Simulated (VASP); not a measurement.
Wanted: the native input for a VASP 6.6.1 run.

```yaml
Task: single point
Functional: r2SCAN
Potentials_or_basis: VASP PAW PBE potentials, release 64 (Ti_sv, O)
Cutoff: 520 eV
k_mesh: 24 × 24 × 12
Occupations: gaussian, width 0.1 eV
Spin: no spin polarisation
Dipole_correction: no
Further_INCAR_settings: ALGO = Normal; EDIFF = 1e-06; NBANDS = 22
```

The system is Ti2O.

```
CELL_PARAMETERS angstrom
3.01046 0.00000 0.00000
-1.50523 2.60714 0.00000
0.00000 0.00000 4.75624
ATOMIC_POSITIONS crystal
Ti 0.66667 0.33333 0.26735
Ti 0.33333 0.66667 0.73265
O 0.00000 0.00000 0.00000
```

This cell differs from its parent crystal: biaxial strain in the a-b plane: +2.0 %.

These files were run (other wordings do the same):

POSCAR

```
Ti2O
1.0
    3.0104634655      0.0000000000      0.0000000000
   -1.5052317328      2.6071378383      0.0000000000
    0.0000000000      0.0000000000      4.7562364010
Ti O
2 1
Direct
    0.6666666667      0.3333333333      0.2673532666
    0.3333333333      0.6666666667      0.7326467334
    0.0000000000      0.0000000000      0.0000000000
```

INCAR.step1

```
SYSTEM = Ti2O
PREC = Accurate
ENCUT = 520
ISMEAR = 0
SIGMA = 0.1
LREAL = .FALSE.
LASPH = .TRUE.
NELM = 60
NBANDS = 22
GGA = PE
ALGO = Normal
EDIFF = 1E-4
LWAVE = .TRUE.
LCHARG = .FALSE.
```

INCAR.step2

```
SYSTEM = Ti2O
PREC = Accurate
ENCUT = 520
EDIFF = 1E-6
ISMEAR = 0
SIGMA = 0.1
LREAL = .FALSE.
LASPH = .TRUE.
NELM = 60
ALGO = Normal
ISIF = 2
LWAVE = .FALSE.
LCHARG = .FALSE.
METAGGA = R2SCAN
LMIXTAU = .TRUE.
NBANDS = 22
ISTART = 1
```

KPOINTS

```
Automatic mesh
0
G
  24 24 12
  0 0 0
```

Potentials or basis: VASP PAW PBE potentials, release 64 (Ti_sv, O).

Run with:

```sh
$ cat potpaw_PBE.64/Ti_sv/POTCAR potpaw_PBE.64/O/POTCAR > POTCAR
$ cp INCAR.step1 INCAR
$ mpirun -np 1 vasp_std > vasp.out
$ cp INCAR.step2 INCAR
$ mpirun -np 1 vasp_std > vasp.out
```

It gave:

```yaml
Pressure: -4.2 GPa
Largest_force: 0.063 eV/Å
Band_gap_on_the_k_mesh: zero (bands 15 and 16 overlap by 0.91 eV)
```

Caveat: the cell differs from its parent crystal (biaxial strain in the a-b plane: +2.0 %); the stress differs along the axes, from -7 to 1 GPa; the PAW data sets were made with another functional, which shifts forces and pressure a little.

It took 9 min on 1 thread of Intel(R) Xeon(R) 6975P-C (Granite Rapids) (shared host), peak memory 0.55 GiB.
